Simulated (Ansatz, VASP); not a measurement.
**Sb in VASP and in Ansatz**

The input INCAR:

```
PREC = Accurate
ENCUT = 520
EDIFF = 1E-7
ISMEAR = -1
SIGMA = 0.05
LREAL = F
LASPH = T
NELM = 60
ALGO = Normal
ISIF = 2
LWAVE = F
LCHARG = F
GGA = PE
NBANDS = 12
```

File KPOINTS:

```
regular mesh
0
Gamma
  9 9 9
```

Contents of POSCAR:

```
Sb
1.0
    2.1215346023      1.2248685738      3.6933992025
   -2.1215346023      1.2248685738      3.6933992025
    0.0000000000     -2.4497371474      3.6933992025
Sb
2
Direct
    0.2336400000      0.2336400000      0.2336400000
    0.7663600000      0.7663600000      0.7663600000
```

Input for Ansatz:

```yaml
crystal:
  lattice:
    - [2.1215346023, 1.2248685738, 3.6933992025]
    - [-2.1215346023, 1.2248685738, 3.6933992025]
    - [0.0, -2.4497371474, 3.6933992025]
  atoms:
    - { symbol: Sb, position: [0.23364, 0.23364, 0.23364] }
    - { symbol: Sb, position: [0.76636, 0.76636, 0.76636] }
kpoints:
  mp_grid: { grid: [9, 9, 9] }
  band_path:
    path:
      - [0.0, 0.0, 0.0]
      - [0.5, 0.5, 0.5]
      - [0.7600111779, 0.2399888221, 0.5]
      - [0.5, -0.2399888221, 0.2399888221]
      - [0.5, 0.0, 0.0]
      - [0.0, 0.0, 0.0]
      - [0.369994411, -0.369994411, 0.0]
      - [0.630005589, 0.0, 0.369994411]
      - [0.5, 0.0, 0.5]
    npoints: 5
scf:
  occupations: { method: fermi_dirac, width: 0.05 }
hamiltonian:
  xc: pbe
  pseudopotentials: { kind: all_electron, lapw: { basis_error: 0.0005 } }
output:
  forces: true
  stress: true
  eigenvalues: true
```

Change from the starting cell: volume scaled by 0.96.

Alike in both runs: task single point; functional PBE; k mesh 9 × 9 × 9; occupations fermi-dirac, width 0.05 eV; no spin polarisation.

|  | VASP | Ansatz |
| --- | --- | --- |
| version | VASP 6.6.1 | Ansatz 0.2.0 |
| potentials or method | VASP PAW PBE potentials, release 64 (Sb), cutoff 520 eV | all-electron LAPW, scalar-relativistic |

|  | VASP | Ansatz | Ansatz less VASP |
| --- | --- | --- | --- |
| pressure (GPa) | 6.1 | 6.0 | -0.12 |
| traceless stress, the component that is largest in VASP (GPa) | -0.70 | -0.65 | +0.051 |
| rms of the force components (eV/Å) | 0.280 | 0.249 | -0.0317 |

Atom by atom the forces differ by 0.032 eV/Å (rms over components). Ansatz ran all-electron here, and VASP with PAW potentials.

Spin-orbit coupling is off throughout.
